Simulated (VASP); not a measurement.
Zn: relaxation of cell and atoms with PBEsol

Crystal: Zn.

```
CELL_PARAMETERS angstrom
2.67000 0.00000 0.00000
-1.33500 2.31229 0.00000
0.00000 0.00000 4.96600
ATOMIC_POSITIONS crystal
Zn 0.66667 0.33333 0.75000
Zn 0.33333 0.66667 0.25000
```

```json
{
 "Program": "VASP 6.6.1",
 "Task": "relaxation of cell and atoms",
 "Functional": "PBEsol",
 "Potentials or basis": "VASP PAW PBE potentials, release 64 (Zn)",
 "Cutoff": "600 eV",
 "k mesh": "11 × 11 × 6",
 "Occupations": "fermi-dirac, width 0.05 eV",
 "Spin": "no spin polarisation",
 "Target pressure": "30 GPa",
 "Dipole correction": "no",
 "Further INCAR settings": "ALGO = Normal; EDIFF = 1e-07; IBRION = 2; EDIFFG = -0.01; NSW = 60; ISIF = 3"
}
```

```json
{"Relaxed volume": "11.51 Å³/atom", "Relaxed cell": "a = 2.517 Å, b = 2.517 Å, c = 4.196 Å, α = 90.00°, β = 90.00°, γ = 120.00°", "Space group after relaxing (to 0.05 Å)": "P6_3/mmc (No. 194)", "Energy change on relaxing (the enthalpy is what falls)": "+160.8 meV/atom", "Ionic steps": "13", "Pressure after relaxing": "30.0 GPa", "Band gap on the k mesh": "zero (band 12 reaches 6.80 eV, above the bottom of band 13 at 4.03 eV)"}
```

Stress tensor (GPa, compression positive):
```
30.08  0.00  0.00
 0.00 30.08  0.00
 0.00  0.00 29.87
```

The path:
| step | energy change (eV) | largest force (eV/Å) | pressure (GPa) | volume (Å³) |
| --- | --- | --- | --- | --- |
| 1 | 0.0000 | 0.0000 | -5.36 | 30.66 |
| 2 | 2.8086 | 0.0000 | 135.79 | 17.96 |
| 3 | 0.2969 | 0.0000 | 26.83 | 23.78 |
| 4 | 0.3393 | 0.0000 | 29.07 | 23.54 |
| 5 | 0.3633 | 0.0000 | 30.31 | 23.41 |
| 6 | 0.3466 | 0.0000 | 30.52 | 23.10 |
| 7 | 0.6540 | 0.0000 | 43.71 | 21.93 |
| 8 | 0.4104 | 0.0000 | 34.57 | 22.60 |
| 9 | 0.3660 | 0.0000 | 32.31 | 22.79 |
| 10 | 0.3712 | 0.0000 | 32.59 | 22.76 |
| 11 | 0.2525 | 0.0000 | 26.32 | 23.41 |
| 12 | 0.3207 | 0.0000 | 29.97 | 23.02 |
| 13 | 0.3217 | 0.0000 | 30.01 | 23.01 |

Final structure:
```
Zn
1.0
     2.51654    0.00000    0.00000
    -1.25827    2.17939    0.00000
     0.00000    0.00000    4.19585
Zn
2
Direct
  0.66667 0.33333 0.75000
  0.33333 0.66667 0.25000
```

Levels at points of the mesh, in eV from the Fermi level:
```csv
k point,band 9,band 10,band 11,band 12,band 13,band 14,band 15,band 16
"(0.00, 0.00, 0.00)",-8.60,-8.04,-8.04,-4.94,-1.67,18.34,18.34,19.28
"(0.00, 0.00, 0.50)",-8.22,-8.22,-8.22,-8.22,7.77,7.77,20.06,20.06
```

Wall time 2.1 min on 1 thread of Intel(R) Xeon(R) 6975P-C (Granite Rapids), with other jobs on the host, peak memory 0.18 GiB.

Caveat: the cell is relaxed towards a set pressure, so the enthalpy falls and the energy may rise; the volume moved by over 15 % at a fixed basis, so the end points are rough; the PAW data sets were made with another functional, which shifts forces and pressure a little.
